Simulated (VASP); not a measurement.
Input of a VASP 6.6.1 run:

Contents of POSCAR:

```
RhS2I6
1.0
    4.8950130000      0.0000000000      0.0000000000
   -0.5931060000      7.6730430000      0.0000000000
   -1.3073260000     -2.3637020000      8.8172740000
I S Rh
6 2 1
Direct
    0.4047000000      0.0107000000      0.2812000000
    0.5953000000      0.9893000000      0.7188000000
    0.2453000000      0.3060000000      0.0546000000
    0.7547000000      0.6940000000      0.9454000000
    0.1953000000      0.3581000000      0.6589000000
    0.8047000000      0.6419000000      0.3411000000
    0.1853000000      0.2605000000      0.2818000000
    0.8147000000      0.7395000000      0.7182000000
    0.5000000000      0.5000000000      0.5000000000
```

INCAR.step1

```
SYSTEM = RhS2I6
ALGO     = Normal         ! electronic algorithm
EDIFF    = 1E-4           ! SCF threshold, eV
ENCUT    = 520            ! plane-wave cutoff, eV
GGA      = PE             ! functional
ISMEAR   = -1             ! smearing method
LASPH    = .TRUE.         ! aspherical terms in the spheres
LCHARG   = .FALSE.        ! write CHGCAR
LREAL    = .FALSE.        ! projectors in reciprocal space
LWAVE    = .TRUE.         ! write WAVECAR
NBANDS   = 44             ! bands
NELM     = 60             ! most SCF steps
PREC     = Accurate       ! precision mode
SIGMA    = 0.1            ! smearing width, eV
```

File INCAR.step2:

```
SYSTEM = RhS2I6
ALGO     = Normal         ! electronic algorithm
EDIFF    = 1E-6           ! SCF threshold, eV
ENCUT    = 520            ! plane-wave cutoff, eV
ISIF     = 2              ! what is computed and relaxed
ISMEAR   = -1             ! smearing method
ISTART   = 1            
LASPH    = .TRUE.         ! aspherical terms in the spheres
LCHARG   = .FALSE.        ! write CHGCAR
LMIXTAU  = .TRUE.       
LREAL    = .FALSE.        ! projectors in reciprocal space
LWAVE    = .FALSE.        ! write WAVECAR
METAGGA  = R2SCAN         ! meta-GGA
NBANDS   = 44             ! bands
NELM     = 60             ! most SCF steps
PREC     = Accurate       ! precision mode
SIGMA    = 0.1            ! smearing width, eV
```

File KPOINTS:

```
Automatic mesh
0
Gamma
  4 3 2
  0 0.5 0
```

Potentials or basis: VASP PAW PBE potentials, release 64 (I, S, Rh_pv).

Launch:

```sh
$ cat potpaw_PBE.64/I/POTCAR potpaw_PBE.64/S/POTCAR potpaw_PBE.64/Rh_pv/POTCAR > POTCAR
$ cp INCAR.step1 INCAR
$ mpirun -np 1 vasp_std > vasp.out
$ cp INCAR.step2 INCAR
$ mpirun -np 1 vasp_std > vasp.out
```

Q: Estimate the largest force.

A: 3.287 eV/Å.

Q: Predict the pressure.

A: 2.9 GPa.

Forces on the atoms (eV/Å):
```
I    1.322 -2.174  0.351
I   -1.322  2.174 -0.351
I    0.326  1.167 -2.300
I   -0.326 -1.167  2.300
I   -0.179 -0.099  0.006
I    0.179  0.099 -0.006
S   -0.865  1.651  2.708
S    0.865 -1.651 -2.708
Rh   0.000  0.000  0.000
```

Caveat: the PAW data sets were made with another functional, which shifts forces and pressure a little; an odd number of electrons without spin polarisation forces a metal; a magnetic or distorted state may lie lower.
